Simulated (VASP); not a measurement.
A run of VASP 6.6.1 is set up as follows.

The input INCAR:

```
PREC     = Accurate       # precision mode
ENCUT    = 520            # plane-wave cutoff, eV
EDIFF    = 1E-7           # SCF threshold, eV
ISMEAR   = 0              # smearing method
SIGMA    = 0.05           # smearing width, eV
LREAL    = F              # projectors in reciprocal space
LASPH    = T              # aspherical terms in the spheres
NELM     = 100            # most SCF steps
ALGO     = Normal         # electronic algorithm
ISIF     = 2              # what is computed and relaxed
LWAVE    = F              # write WAVECAR
LCHARG   = F              # write CHGCAR
GGA      = PE             # functional
NBANDS   = 56             # bands
```

KPOINTS

```
Automatic mesh
0
Gamma
  6 6 6
```

POSCAR

```
HfO2
1.0
    5.0976115212      0.0000000000      0.0000000000
    0.0000000000     -5.0976115212      0.0000000000
    0.0000000000      0.0000000000     -5.0976115212
Hf O
4 8
Direct
    0.0083228011      1.0083228011      1.0000000000
    0.5000000000      0.5000000000      1.0000000000
    0.5000000000      1.0000000000      0.5000000000
    0.0000000000      0.5000000000      0.5000000000
    0.2500000000      0.2500000000      0.2500000000
    0.7500000000      0.7500000000      0.2500000000
    0.7500000000      0.2500000000      0.7500000000
    0.2500000000      0.7500000000      0.7500000000
    0.7500000000      0.7500000000      0.7500000000
    0.2500000000      0.2500000000      0.7500000000
    0.2500000000      0.7500000000      0.2500000000
    0.7500000000      0.2500000000      0.2500000000
```

Potentials or basis: VASP PAW PBE potentials, release 64 (Hf_pv, O).

Run with:

```sh
$ cat potpaw_PBE.64/Hf_pv/POTCAR potpaw_PBE.64/O/POTCAR > POTCAR
$ mpirun -np 1 vasp_std > vasp.out
```

Task: Estimate the largest force.

Result: 0.826 eV/Å.

Task: Estimate the band gap on the k mesh.

Result: 3.73 eV.

Task: Estimate the pressure.

Result: -3.5 GPa.

Stress tensor (GPa, compression positive):
```
-3.54 -0.12  0.00
-0.12 -3.54  0.00
 0.00  0.00 -3.51
```

Caveat: the cell differs from its parent crystal (atom 1 (Hf) moved -0.060 Å towards its neighbour atom 2 (Hf) at 3.605 Å); spin-orbit coupling is left out, which moves the levels of the heavy elements. A k mesh can miss the band edges.
